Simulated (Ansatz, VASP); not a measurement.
# NbC2 in VASP and in Ansatz

```
Nb C
1.0
    -2.69959    2.69959    2.94867
     2.69959   -2.69959    2.94867
     2.69959    2.69959   -2.94867
Nb C
2 4
Direct
  0.50000 0.50000 0.00000
  0.00000 0.00000 0.00000
  0.00000 0.61760 0.61760
  0.00000 0.38240 0.38240
  0.38240 0.00000 0.38240
  0.61760 0.00000 0.61760
```

Alike in both runs: functional PBE; k mesh 4 × 4 × 4; occupations gaussian, width 0.2 eV; no spin polarisation.

Ansatz relaxed the structure, and its values are those at the end. VASP's run is a single point on that final structure, the one shown.

```csv
,VASP,Ansatz
version,VASP 6.6.1,Ansatz 0.2.0
potentials or method,"VASP PAW PBE potentials, release 64 (Nb_sv, C), cutoff 600 eV","scalar-relativistic, plane waves, PAW"
valence electrons in the cell,42,42
```

Ansatz gave:

* gap on the k mesh at the Fermi level (eV): none
* pressure (GPa): 0.0
* rms of the force components (eV/Å): 0.003

Q: Estimate VASP's values.

A: gap on the k mesh at the Fermi level (eV): none; pressure (GPa): -0.2; rms of the force components (eV/Å): 0.050.

A gap of «none» marks a metal or a gap that the smearing closes. The functional is the same, so the differences come from potentials, cutoffs and numerics.

The k mesh is coarse, so the values compare programs but aren't converged.
